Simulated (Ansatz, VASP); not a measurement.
## Cu: VASP beside Ansatz

```
Cu
1.0
    11.56832    0.00000    0.00000
     0.00000    2.25464    0.00000
    -4.59485    0.00000   20.76472
Cu
1
Direct
  0.50000 0.50000 0.50000
```

Change from the starting cell: strain -0.0450 x Voigt [0, 0, 1, 0, 0, 0], atoms carried along.

Alike in both runs: task single point; functional PBEsol; dispersion D3(BJ); k mesh 6 × 26 × 4; occupations gaussian, width 0.15 eV; no spin polarisation.

|  | VASP | Ansatz |
| --- | --- | --- |
| version | VASP 6.6.1 | Ansatz 0.2.0 |
| potentials or method | VASP PAW PBE potentials, release 64 (Cu), cutoff 520 eV | scalar-relativistic, plane waves, PAW |
| valence electrons in the cell | 11 | 19 |

```csv
,VASP,Ansatz,Ansatz less VASP
gap on the k mesh at the Fermi level (eV),none,none,-
pressure (GPa),0.0,0.0,0.00
```

VASP's potentials were made for PBE, not for PBEsol. A gap of «none» marks a metal or a gap that the smearing closes. VASP's potentials hold 11 valence electrons a cell and Ansatz's 19, so a difference there can come from the potentials and not from the codes.
